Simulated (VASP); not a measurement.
# NaCl (Pm-3m) in VASP: notebook

Runs on NaCl. Level: PBE. Tasks: single point.

Everything below comes from runs of VASP 6.6.1. Logs are shortened: lines on timing, memory, paths and dates and some standing lists are left out, and cuts for length are marked.

## 1. The cell of the first run

Symmetry: Pm-3m, No. 221, cubic system. The conventional cell has a = 3.506 Å, b = 3.506 Å, c = 3.506 Å, α = 90.00°, β = 90.00°, γ = 90.00°. Within 4.0 Å of Na (site symmetry m-3m) lie 8 Cl at 3.04 Å and 6 Na at 3.51 Å. Within 4.0 Å of Cl (site symmetry m-3m) lie 8 Na at 3.04 Å and 6 Cl at 3.51 Å.

## 2. Single point, PBE

Contents of INCAR:

```
  ALGO = Normal
  EDIFF = 1E-6
  ENCUT = 520
  GGA = PE
  ISIF = 2
  ISMEAR = 0
  LASPH = True
  LCHARG = False
  LREAL = False
  LWAVE = False
  NBANDS = 14
  NELM = 100
  PREC = Accurate
  SIGMA = 0.01
```

Contents of KPOINTS:

```
k-points
0
Gamma
  6 6 6
```

Contents of POSCAR:

```
NaCl
1.0
    3.5064773944      0.0000000000      0.0000000000
    0.0000000000      3.5064773944      0.0000000000
    0.0000000000      0.0000000000      3.5064773944
Na Cl
1 1
Direct
    0.0000000000      0.0000000000      0.0000000000
    0.5000000000      0.5000000000      0.5000000000
```

Potentials or basis: VASP PAW PBE potentials, release 64 (Na_pv, Cl).

Run with:

```bash
$ cat potpaw_PBE.64/Na_pv/POTCAR potpaw_PBE.64/Cl/POTCAR > POTCAR
$ mpirun -np 1 vasp_std > vasp.out
```

OUTCAR:

```text
EDIFF = 1E-6
   ENCUT = 520
   GGA = PE
   ISIF = 2
   ISMEAR = 0
   LASPH = True
   LREAL = False
   NELM = 100
   PREC = Accurate

 ion  position               nearest neighbor table
   1  0.000  0.000  0.000-
   2  0.500  0.500  0.500-

  LATTYP: Found a simple cubic cell.
 ALAT       =     3.5064773944

  Lattice vectors:

 A1 = (   3.5064773944,   0.0000000000,   0.0000000000)
 A2 = (   0.0000000000,   3.5064773944,   0.0000000000)
 A3 = (   0.0000000000,   0.0000000000,   3.5064773944)

Analysis of symmetry for initial positions (statically):
=====================================================================
 Subroutine PRICEL returns:
 Original cell was already a primitive cell.

 Routine SETGRP: Setting up the symmetry group for a
 simple cubic supercell.

 Subroutine GETGRP returns: Found 48 space group operations
 (whereof 48 operations were pure point group operations)
 out of a pool of 48 trial point group operations.

The static configuration has the point symmetry O_h .

Analysis of symmetry for dynamics (positions and initial velocities):
=====================================================================
 Subroutine PRICEL returns:
 Original cell was already a primitive cell.

 Routine SETGRP: Setting up the symmetry group for a
 simple cubic supercell.

 Subroutine GETGRP returns: Found 48 space group operations
 (whereof 48 operations were pure point group operations)
 out of a pool of 48 trial point group operations.

The dynamic configuration has the point symmetry O_h .

 Subroutine INISYM returns: Found 48 space group operations
 (whereof 48 operations are pure point group operations),
 and found     1 'primitive' translations

----------------------------------------------------------------------------------------

                                     Primitive cell

  volume of cell :      43.1135

  direct lattice vectors                    reciprocal lattice vectors
     3.506477394  0.000000000  0.000000000     0.285186496  0.000000000  0.000000000
     0.000000000  3.506477394  0.000000000     0.000000000  0.285186496  0.000000000
     0.000000000  0.000000000  3.506477394     0.000000000  0.000000000  0.285186496

  length of vectors
     3.506477394  3.506477394  3.506477394     0.285186496  0.285186496  0.285186496

  position of ions in fractional coordinates (direct lattice)
     0.000000000  0.000000000  0.000000000
     0.500000000  0.500000000  0.500000000

  ion indices of the primitive-cell ions
   primitive index   ion index
                 1           1
                 2           2

----------------------------------------------------------------------------------------

 KPOINTS: k-points

Automatic generation of k-mesh.
 Grid dimensions read from file:
 generate k-points for:    6    6    6

 Generating k-lattice:

  Cartesian coordinates                     Fractional coordinates (reciprocal lattice)
     0.047531083  0.000000000  0.000000000     0.166666667  0.000000000  0.000000000
     0.000000000  0.047531083  0.000000000     0.000000000  0.166666667  0.000000000
     0.000000000  0.000000000  0.047531083     0.000000000  0.000000000  0.166666667

  Length of vectors
     0.047531083  0.047531083  0.047531083

  Shift w.r.t. Gamma in fractional coordinates (k-lattice)
     0.000000000  0.000000000  0.000000000

 Subroutine IBZKPT returns following result:
 ===========================================

 Found     20 irreducible k-points:

 Following reciprocal coordinates:
            Coordinates               Weight
  0.000000  0.000000  0.000000      1.000000
  0.166667  0.000000  0.000000      6.000000
  0.333333  0.000000  0.000000      6.000000
  0.500000  0.000000  0.000000      3.000000
  0.166667  0.166667  0.000000     12.000000
  0.333333  0.166667  0.000000     24.000000
[... 12 lines left out ...]
  0.500000  0.500000  0.333333      6.000000
  0.500000  0.500000  0.500000      1.000000
   k-points           NKPTS =     20   k-points in BZ     NKDIM =     20   number of bands    NBANDS=     14
   number of dos      NEDOS =    301   number of ions     NIONS =      2
   total plane-waves  NPLWV =  21952
   dimension x,y,z NGX =    28 NGY =   28 NGZ =   28
   dimension x,y,z NGXF=    56 NGYF=   56 NGZF=   56
   ions per type =               1   1
   NGX,Y,Z   is equivalent  to a cutoff of  13.28, 13.28, 13.28 a.u.
   NGXF,Y,Z  is equivalent  to a cutoff of  26.55, 26.55, 26.55 a.u.
 SYSTEM =  unknown system
   PREC   = accura    normal or accurate (medium, high low for compatibility)
   ISTART =      0    job   : 0-new  1-cont  2-samecut
   ICHARG =      2    charge: 1-file 2-atom 10-const
   ISPIN  =      1    spin polarized calculation?
   LNONCOLLINEAR =      F non collinear calculations
   LSORBIT =      F    spin-orbit coupling
   LASPH  =      T    aspherical Exc in radial PAW
   ENCUT  =  520.0 eV  38.22 Ry    6.18 a.u.   6.52  6.52  6.52*2*pi/ulx,y,z
   NELM   =    100;   NELMIN=  2; NELMDL= -5     # of ELM steps
   EDIFF  = 0.1E-05   stopping-criterion for ELM
   LREAL  =      F    real-space projection
   EDIFFG = 0.1E-04   stopping-criterion for IOM
   NSW    =      0    number of steps for IOM
   IBRION =     -1    ionic relax: 0-MD 1-quasi-New 2-CG
   NFREE  =      0    steps in history (QN), initial steepest desc. (CG)
   ISIF   =      2    stress and relaxation
   ISYM   =      2    0-nonsym 1-usesym 2-fastsym
   POTIM  = 0.5000    time-step for ionic-motion
   TEBEG  =    0.0;   TEEND  =   0.0 temperature during run
   PSTRESS=    0.0 pullay stress
   NELECT =      14.0000    total number of electrons
   NUPDOWN=      -1.0000    fix difference up-down
   EMIN   =  10.00;   EMAX   =-10.00  energy-range for DOS
   EFERMI =   0.00;   METHOD = LEGACY
   ISMEAR =     0;   SIGMA  =   0.01  broadening in eV -4-tet -1-fermi 0-gaus
   EFERMI_NEDOS =   21; number of points for ismear=-14 and -15
   IALGO  =     38    algorithm
   IMIX   =      4    mixing-type and parameters
     AMIX     =   0.40;   BMIX     =  1.00
     AMIX_MAG =   1.60;   BMIX_MAG =  1.00
  volume/ion in A,a.u.               =      21.56       145.47
  Fermi-wavevector in a.u.,A,eV,Ry     =   1.125243  2.126402 17.227325  1.266173
  Thomas-Fermi vector in A             =   2.261919
   LORBIT       =      0    0 simple, 1 ext, 2 COOP (PROOUT), +10 PAW based schemes
   GGA     = PE    functional components
   LHFCALC =     F    Hartree Fock is set to
   AEXX    =    0.0000 exact exchange contribution
   IVDW    =     0    specifies the selected vdW correction
   LEPSILON=     F    determine dielectric tensor
   LRPA    =     F    only Hartree local field effects (RPA)
 non-spin polarized calculation
 Gauss-broadening in eV      SIGMA  =   0.01
  energy-cutoff  :      520.00
  volume of cell :       43.11
 maximum number of plane-waves:      1189
 NGX is ok and might be reduce to    28
   NGX = 13   NGY = 13   NGZ = 13

 number of electron      13.9999981 magnetization

 Free energy of the ion-electron system (eV)
  ---------------------------------------------------
  ext. energy  EPLUGINS =         0.00000000
  ---------------------------------------------------
  free energy    TOTEN  =        -6.46851427 eV

  energy without entropy =       -6.46851427  energy(sigma->0) =       -6.46851427

 E-fermi :   0.5114     XC(G=0):  -8.4167

 val. band max:        0.3995059780   @ k =   0.5000   0.5000   0.0000
 cond. band min:       4.3657955882   @ k =   0.0000   0.0000   0.0000
 fundamental gap:      3.9662896102
 Fermi energy:         0.5113508205

 k-point     1 :       0.0000    0.0000    0.0000
  band No.  band energies     occupation
      1     -21.6786      2.00000
      2     -21.6786      2.00000
      3     -21.6786      2.00000
      4     -12.9643      2.00000
      5      -0.0881      2.00000
      6      -0.0881      2.00000
      7      -0.0881      2.00000
      8       4.3658      0.00000
      9       8.9826      0.00000
     10       8.9826      0.00000
     11      16.0531      0.00000
     12      16.0533      0.00000
     13      16.0664      0.00000
     14      16.2994      0.00000

 k-point     2 :       0.1667    0.0000    0.0000
  band No.  band energies     occupation
      1     -21.6886      2.00000
      2     -21.6777      2.00000
      3     -21.6777      2.00000
      4     -12.8809      2.00000
      5      -0.8751      2.00000
      6      -0.0321      2.00000
      7      -0.0321      2.00000
      8       5.0913      0.00000
      9       9.2846      0.00000
     10       9.5021      0.00000
     11      14.2517      0.00000
     12      14.2517      0.00000
     13      15.4582      0.00000
     14      16.5054      0.00000

 k-point     3 :       0.3333    0.0000    0.0000
  band No.  band energies     occupation
      1     -21.7086      2.00000
      2     -21.6759      2.00000
      3     -21.6759      2.00000
      4     -12.7045      2.00000
      5      -2.0413      2.00000
      6       0.0844      2.00000
      7       0.0844      2.00000
      8       6.3768      0.00000
      9       9.6427      0.00000
     10      10.1323      0.00000
     11      12.7761      0.00000
     12      12.7761      0.00000
     13      14.7917      0.00000
     14      16.2404      0.00000

 k-point     4 :       0.5000    0.0000    0.0000
  band No.  band energies     occupation
      1     -21.7185      2.00000
      2     -21.6750      2.00000
      3     -21.6750      2.00000
      4     -12.6110      2.00000
      5      -2.5245      2.00000
      6       0.1451      2.00000
      7       0.1451      2.00000
      8       7.3095      0.00000
      9       8.9387      0.00000
     10      10.9136      0.00000
     11      12.2337      0.00000
     12      12.2337      0.00000
     13      13.3747      0.00000
     14      17.3227      0.00000

 k-point     5 :       0.1667    0.1667    0.0000
  band No.  band energies     occupation
      1     -21.6884      2.00000
      2     -21.6864      2.00000
      3     -21.6768      2.00000
      4     -12.8021      2.00000
      5      -0.9132      2.00000
      6      -0.6305      2.00000
      7       0.0251      2.00000
      8       5.7422      0.00000
      9       9.5324      0.00000
     10       9.9174      0.00000
     11      12.7937      0.00000
[... 208 lines left out ...]
 k-point    18 :       0.5000    0.3333    0.3333
  band No.  band energies     occupation
      1     -21.7075      2.00000
      2     -21.6981      2.00000
      3     -21.6972      2.00000
      4     -12.2188      2.00000
      5      -1.6806      2.00000
      6      -1.1865      2.00000
      7      -1.0994      2.00000
      8       7.2548      0.00000
      9       8.0912      0.00000
     10       8.6478      0.00000
     11      13.6807      0.00000
     12      14.0418      0.00000
     13      14.4150      0.00000
     14      15.5729      0.00000

 k-point    19 :       0.5000    0.5000    0.3333
  band No.  band energies     occupation
      1     -21.7060      2.00000
      2     -21.7060      2.00000
      3     -21.6965      2.00000
      4     -12.1487      2.00000
      5      -1.5458      2.00000
      6      -1.5458      2.00000
      7      -1.0379      2.00000
      8       6.9882      0.00000
      9       8.1366      0.00000
     10       8.1366      0.00000
     11      13.1214      0.00000
     12      14.1832      0.00000
     13      15.8388      0.00000
     14      15.8388      0.00000

 k-point    20 :       0.5000    0.5000    0.5000
  band No.  band energies     occupation
      1     -21.7046      2.00000
      2     -21.7046      2.00000
      3     -21.7046      2.00000
      4     -12.0782      2.00000
      5      -1.4335      2.00000
      6      -1.4335      2.00000
      7      -1.4335      2.00000
      8       7.5210      0.00000
      9       7.5210      0.00000
     10       7.5210      0.00000
     11      12.0199      0.00000
     12      16.2468      0.00000
     13      16.2468      0.00000
     14      16.2468      0.00000

------------------------ aborting loop because EDIFF is reached ----------------------------------------

  FORCE on cell =-STRESS in cart. coord.  units (eV):
  Direction    XX          YY          ZZ          XY          YZ          ZX
  --------------------------------------------------------------------------------------
  -------------------------------------------------------------------------------------
  Total       -0.0090004     -0.0090004     -0.0090004      0.0000000      0.0000000     -0.0000000
  in kB       -0.3344715     -0.3344715     -0.3344715      0.0000000      0.0000000     -0.0000000
  external PRESSURE =      -0.3344715 kB  Pullay stress =       0.0000000 kB

 VOLUME and BASIS-vectors are now :
 -----------------------------------------------------------------------------
  energy-cutoff  :      520.00
  volume of cell :       43.11
      direct lattice vectors                 reciprocal lattice vectors
     3.506477394  0.000000000  0.000000000     0.285186496  0.000000000  0.000000000
     0.000000000  3.506477394  0.000000000     0.000000000  0.285186496  0.000000000
     0.000000000  0.000000000  3.506477394     0.000000000  0.000000000  0.285186496

 POSITION                                       TOTAL-FORCE (eV/Angst)
 -----------------------------------------------------------------------------------
      0.00000      0.00000      0.00000         0.000000      0.000000      0.000000
      1.75324      1.75324      1.75324         0.000000      0.000000      0.000000
 -----------------------------------------------------------------------------------
    total drift:                               -0.000000      0.000000      0.000000

  FREE ENERGIE OF THE ION-ELECTRON SYSTEM (eV)
  ---------------------------------------------------
  free  energy   TOTEN  =        -6.4685142664 eV

  energy  without entropy=       -6.4685142664  energy(sigma->0) =       -6.46851427
```

Run time: 4.2 s. Hardware: 1 thread of Intel Xeon 6975P-C (Granite Rapids), shared host; peak memory 0.14 GiB.

Results:

```
Free energy            : -6.4685 eV
Pressure               : 0.0 GPa
Band gap on the k mesh : 3.97 eV, indirect (least direct gap 4.45 eV)
```

A k mesh can miss the band edges. PBE gaps usually lie below the measured ones, often by a third to a half.

## 3. Single point, PBE (volume changed by +3%)

Contents of INCAR:

```
PREC = Accurate ; ENCUT = 520
EDIFF = 1E-6 ; ISMEAR = 0
SIGMA = 0.01 ; LREAL = F
LASPH = T ; NELM = 60
ALGO = Normal ; ISIF = 2
LWAVE = F ; LCHARG = T
GGA = PE ; LELF = T
LVHAR = T ; NBANDS = 14
```

Contents of KPOINTS:

```
regular mesh
0
Gamma
  6 6 6
```

Contents of POSCAR:

```
NaCl
1.0
    3.5411972503      0.0000000000      0.0000000000
    0.0000000000      3.5411972503      0.0000000000
    0.0000000000      0.0000000000      3.5411972503
Na Cl
1 1
Direct
    0.0000000000      0.0000000000      0.0000000000
    0.5000000000      0.5000000000      0.5000000000
```

Potentials or basis: VASP PAW PBE potentials, release 64 (Na_pv, Cl).

Run with:

```bash
$ cat potpaw_PBE.64/Na_pv/POTCAR potpaw_PBE.64/Cl/POTCAR > POTCAR
$ mpirun -np 1 vasp_std > vasp.out
```

Run time: 4.6 s. Hardware: 1 thread of Intel Xeon 6975P-C (Granite Rapids), shared host; peak memory 0.15 GiB.

The run converged. Its results:

- Free energy: -6.4657 eV
- Pressure: -0.7 GPa
- Band gap on the k mesh: 3.87 eV, indirect (least direct gap 4.34 eV)

Levels at points of the mesh, in eV from the valence-band top:
```tsv
k point	band 4	band 5	band 6	band 7	band 8	band 9	band 10	band 11
(0.00, 0.00, 0.00)	-13.27	-0.46	-0.46	-0.46	3.87	8.61	8.61	15.38
(0.50, 0.00, 0.00)	-12.94	-2.80	-0.24	-0.24	6.82	8.34	10.52	11.76
(0.50, 0.50, 0.00)	-12.69	-2.15	-2.15	0.00	5.54	9.81	10.81	10.81
(0.50, 0.50, 0.50)	-12.45	-1.75	-1.75	-1.75	7.12	7.12	7.12	11.38
```

 A k mesh can miss the band edges.

## 4. Single point, PBE (volume changed by +6%)

Contents of INCAR:

```
SYSTEM = NaCl
PREC     = Accurate       ! precision mode
ENCUT    = 520            ! plane-wave cutoff, eV
EDIFF    = 1E-6           ! SCF threshold, eV
ISMEAR   = 0              ! smearing method
SIGMA    = 0.01           ! smearing width, eV
LREAL    = .False.        ! projectors in reciprocal space
LASPH    = .True.         ! aspherical terms in the spheres
NELM     = 80             ! most SCF steps
ALGO     = Normal         ! electronic algorithm
ISIF     = 2              ! what is computed and relaxed
LWAVE    = .False.        ! write WAVECAR
LCHARG   = .False.        ! write CHGCAR
GGA      = PE             ! functional
NBANDS   = 14             ! bands
```

Contents of KPOINTS:

```
Automatic mesh
0
Gamma
  6 6 6
  0 0 0
```

Contents of POSCAR:

```
NaCl
1.0
    3.5752493128      0.0000000000      0.0000000000
    0.0000000000      3.5752493128      0.0000000000
    0.0000000000      0.0000000000      3.5752493128
Na Cl
1 1
Direct
    0.0000000000      0.0000000000      0.0000000000
    0.5000000000      0.5000000000      0.5000000000
```

Run with:

```bash
$ cat potpaw_PBE.64/Na_pv/POTCAR potpaw_PBE.64/Cl/POTCAR > POTCAR
$ mpirun -np 1 vasp_std > vasp.out
```

Wall time 4.4 s (1 thread of Intel Xeon 6975P-C (Granite Rapids), shared host); peak memory 0.15 GiB.

It converged, with:

- Free energy: -6.4576 eV
- Pressure: -1.3 GPa
- Band gap on the k mesh: 3.78 eV, indirect (least direct gap 4.22 eV)

Levels at points of the mesh, in eV from the valence-band top:
| k point | band 5 | band 6 | band 7 | band 8 | band 9 | band 10 |
| --- | --- | --- | --- | --- | --- | --- |
| (0.00, 0.00, 0.00) | -0.44 | -0.44 | -0.44 | 3.78 | 8.63 | 8.63 |
| (0.50, 0.00, 0.00) | -2.68 | -0.23 | -0.23 | 6.73 | 8.15 | 10.52 |
| (0.50, 0.50, 0.00) | -2.05 | -2.05 | 0.00 | 5.53 | 9.74 | 10.62 |
| (0.50, 0.50, 0.50) | -1.66 | -1.66 | -1.66 | 7.11 | 7.11 | 7.11 |

 A k mesh can miss the band edges.

## 5. The runs side by side

| cell | gap on the mesh (eV) | pressure (GPa) |
| --- | --- | --- |
| a = 3.506 Å, 2 atoms | 3.97 | 0.0 |
| a = 3.541 Å, 2 atoms | 3.87 | -0.7 |
| a = 3.575 Å, 2 atoms | 3.78 | -1.3 |

Alike in all rows: task single point; level PBE; potentials or basis VASP PAW PBE potentials, release 64 (Na_pv, Cl); no spin polarisation; k mesh 6 × 6 × 6; cutoff (eV) 520; smearing gaussian 0.01 eV.

Absolute energies hang on the potentials; compare differences alone.
